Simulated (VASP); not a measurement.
Here is a VASP 6.6.1 calculation.

Contents of INCAR:

```
  PREC = Accurate
  ENCUT = 520
  EDIFF = 1E-7
  ISMEAR = 0
  SIGMA = 0.15
  LREAL = False
  LASPH = True
  NELM = 100
  ALGO = Normal
  ISIF = 2
  LWAVE = False
  LCHARG = False
  GGA = PS
  NBANDS = 13
```

Contents of KPOINTS:

```
Automatic mesh
0
Gamma
  16 16 16
```

File POSCAR:

```
AlCo
1.0
    2.8194032100      0.0000000000      0.0000000000
    0.0000000000      2.8194032100      0.0000000000
    0.0000000000      0.0000000000      2.8194032100
Al Co
1 1
Direct
    0.0000000000      0.0000000000      0.0000000000
    0.5133006871      0.5000000000      0.5000000000
```

Potentials or basis: VASP PAW PBE potentials, release 64 (Al, Co).

Command:

```bash
$ cat potpaw_PBE.64/Al/POTCAR potpaw_PBE.64/Co/POTCAR > POTCAR
$ mpirun -np 1 vasp_std > vasp.out
```

Predict the largest force.

0.301 eV/Å.

Predict the pressure.

0.9 GPa.

Predict the band gap on the k mesh.

zero (bands 6 and 7 overlap by 2.63 eV).

Stress tensor (GPa, compression positive):
```
0.86 0.00 0.00
0.00 0.96 0.00
0.00 0.00 0.96
```

Caveat: the cell differs from its parent crystal (all Co atoms moved +0.037 Å, as atom 2 along Cartesian [1 0 0]); the PAW data sets were made with another functional, which shifts forces and pressure a little; the run has no spin polarisation, though such a crystal can be magnetic. Spin polarisation is off, so any magnetic state and its effect on volume and gap are missing.
